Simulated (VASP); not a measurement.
Here is a VASP 6.6.1 calculation.

The input POSCAR:

```
LiF
1.0
    2.5318592468      0.0156008024      0.0156008024
    0.0156008024      2.5318592468      0.0156008024
    0.0156008024      0.0156008024      2.5318592468
Li F
1 1
Direct
    0.0000000000      0.0000000000      0.0000000000
    0.5000000000      0.5000000000      0.5000000000
```

Contents of INCAR.step1:

```
PREC = Accurate ; ENCUT = 1490
ISMEAR = 0 ; SIGMA = 0.01
LREAL = F ; LASPH = T
NELM = 120 ; NBANDS = 12
GGA = PE ; ALGO = Normal
EDIFF = 1E-5 ; LWAVE = T
LCHARG = F ; GGA_COMPAT = F
```

INCAR.step2

```
PREC = Accurate ; ENCUT = 1490
EDIFF = 1E-6 ; ISMEAR = 0
SIGMA = 0.01 ; LREAL = F
LASPH = T ; NELM = 120
ALGO = Normal ; ISIF = 2
LWAVE = F ; LCHARG = F
METAGGA = R2SCAN ; LMIXTAU = T
NBANDS = 12 ; ISTART = 1
GGA_COMPAT = F
```

The input KPOINTS:

```
Automatic mesh
0
Gamma
  10 10 10
```

Potentials or basis: VASP PAW PBE potentials, release 64 (Li_sv, F_h).

Command:

```bash
$ cat potpaw_PBE.64/Li_sv/POTCAR potpaw_PBE.64/F_h/POTCAR > POTCAR
$ cp INCAR.step1 INCAR
$ mpirun -np 1 vasp_std > vasp.out
$ cp INCAR.step2 INCAR
$ mpirun -np 1 vasp_std > vasp.out
```

(1) What does it give for the band gap on the k mesh?

(2) Predict the pressure.

Results:

(1) 8.93 eV (least direct gap 9.59 eV).

(2) -2.4 GPa.

Caveat: the cell differs from its parent crystal (strain along [111] +1.9%); the structure was generated, so it needn't be the stable form of LiF; the PAW data sets were made with another functional, which shifts forces and pressure a little.
